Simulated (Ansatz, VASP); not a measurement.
MnSb: VASP beside Ansatz

```xyz
4
Lattice="4.1444 0.0000 0.0000 -2.0722 3.5891 0.0000 0.0000 0.0000 5.6686" Properties=species:S:1:pos:R:3 pbc="T T T"
Mn    0.0000    0.0000    0.0000
Mn    0.0000    0.0000    2.8343
Sb    0.0000    2.3927    1.4172
Sb    2.0722    1.1964    4.2515
```

Alike in both runs: functional revPBE; k mesh 12 × 12 × 6; occupations gaussian, width 0.1 eV; collinear spin.

Ansatz relaxed the structure, and its values are those at the end. VASP's run is a single point on that final structure, the one shown.

```csv
,VASP,Ansatz
version,VASP 6.6.1,Ansatz 0.2.0
potentials or method,"VASP PAW PBE potentials, release 64 (Mn_pv, Sb), cutoff 520 eV","scalar-relativistic, plane waves, PAW"
valence electrons in the cell,36,60
```

Ansatz gave:

```
gap on the k mesh at the Fermi level (eV)                     : none
pressure (GPa)                                                : 0.0
net moment per atom (μB)                                      : 1.66
size of the moment on the site where the two differ most (μB) : 3.41
```

**Question.** What did VASP give for the same quantities?

**Answer.** gap on the k mesh at the Fermi level (eV): none; pressure (GPa): -0.1; net moment per atom (μB): 1.66; size of the moment on the site where the two differ most (μB): 3.38.

VASP's potentials were made for PBE, not for revPBE. Site moments also hang on the region over which each program counts them. A gap of «none» marks a metal or a gap that the smearing closes. The functional is the same, so the differences come from potentials, cutoffs and numerics. VASP's potentials hold 36 valence electrons a cell and Ansatz's 60, so a difference there can come from the potentials and not from the codes.

Neither program's run includes spin-orbit coupling.
